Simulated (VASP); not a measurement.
A run of VASP 6.6.1 is set up as follows.

INCAR

```
SYSTEM = CoH
PREC = Accurate
ENCUT = 520
EDIFF = 1E-7
ISMEAR = -1
SIGMA = 0.1
LREAL = .False.
LASPH = .True.
NELM = 150
ALGO = Normal
ISIF = 2
LWAVE = .False.
LCHARG = .False.
ISPIN = 2
MAGMOM = 2.5 0
LORBIT = 11
LMAXMIX = 4
GGA = PS
NBANDS = 16
```

Contents of KPOINTS:

```
Automatic mesh
0
Gamma
  13 13 13
  0 0 0
```

The input POSCAR:

```
CoH
1.0
    0.0000000000      1.8053399741      1.8053399741
    1.8053399741      0.0000000000      1.8053399741
    1.8053399741      1.8053399741      0.0000000000
Co H
1 1
Direct
    0.0000000000      0.0000000000      0.0000000000
    0.5000000000      0.5000000000      0.5000000000
```

Potentials or basis: VASP PAW PBE potentials, release 64 (Co, H).

Command:

```sh
$ cat potpaw_PBE.64/Co/POTCAR potpaw_PBE.64/H/POTCAR > POTCAR
$ mpirun -np 1 vasp_std > vasp.out
```

Task: Predict the site moments.

Result: Co +1.11; H -0.01 μB.

Task: Estimate the net moment.

Result: 1.08 μB per cell.

Task: What does it give for the pressure?

Result: 8.2 GPa.

Caveat: the cell stands under pressure; the PAW data sets were made with another functional, which shifts forces and pressure a little.
